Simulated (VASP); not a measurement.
The system is YAl2N3.

```
Y Al N
1.0
     6.42763    0.00000    0.00000
     0.00000    2.44955    3.36154
     0.00000   -2.44955    3.36154
Y Al N
1 2 3
Direct
  0.00000 0.06787 0.06787
  0.29668 0.56091 0.56091
  0.70332 0.56091 0.56091
  0.50000 0.15108 0.53062
  0.50000 0.53062 0.15108
  0.00000 0.69742 0.69742
```

- Program: VASP 6.6.1
- Task: relaxation of cell and atoms
- Functional: PBE
- Potentials or basis: VASP PAW PBE potentials, release 64 (Y_sv, Al, N)
- Cutoff: 600 eV
- k mesh: 4 × 4 × 4
- Occupations: gaussian, width 0.1 eV
- Spin: no spin polarisation

At the start: pressure -17.3 GPa; volume 17.64 Å³/atom.

Q: Where does the relaxation end?

A: Over 23 steps the energy falls by 614.3 meV/atom and the volume is 12.26 Å³/atom (-30.5 %); space group Cmmm (No. 65, to 0.05 Å).

Step by step:
```csv
step,energy change (eV),largest force (eV/Å),pressure (GPa),volume (Å³)
1,0.0000,1.5668,-17.31,105.85
2,-1.7312,2.3086,7.55,79.15
3,-1.8342,1.2608,0.31,83.32
4,-2.2689,1.5968,1.07,79.66
5,-2.3241,2.4047,2.41,77.84
6,-2.6732,2.0865,0.94,77.09
7,-3.0985,1.1063,2.64,74.53
8,-3.2895,0.7934,-0.92,75.94
9,-3.3229,1.0523,-2.40,76.76
10,-3.5020,0.4637,-2.02,75.35
11,-3.5634,0.8024,-0.21,73.95
12,-3.6382,0.7931,2.44,72.54
13,-3.6419,0.7959,1.82,72.78
14,-3.6755,0.2889,-1.33,74.26
15,-3.6756,0.2622,-1.15,74.17
16,-3.6835,0.2159,-0.15,73.60
17,-3.6837,0.1486,-0.31,73.69
18,-3.6846,0.1026,0.46,73.33
19,-3.6848,0.0614,0.21,73.44
20,-3.6854,0.0450,0.05,73.51
21,-3.6858,0.0490,-0.19,73.63
22,-3.6859,0.0798,0.05,73.51
23,-3.6860,0.0316,-0.04,73.56
```

Final structure:
```xyz
6
Lattice="5.9085 0.0000 0.0000 0.0000 2.5073 2.4827 0.0000 -2.5073 2.4827" Properties=species:S:1:pos:R:3 pbc="T T T"
Y     0.0000    0.0000    0.4745
Al    1.8652    0.0000    2.9516
Al    4.0433    0.0000    2.9516
N     2.9542   -1.2529    1.7080
N     2.9542    1.2529    1.7080
N     0.0000    0.0000    2.9616
```

Caveat: the k points lie up to 0.45 Å⁻¹ apart in the final cell; the volume moved by over 15 % at a fixed basis, so the end points are rough.
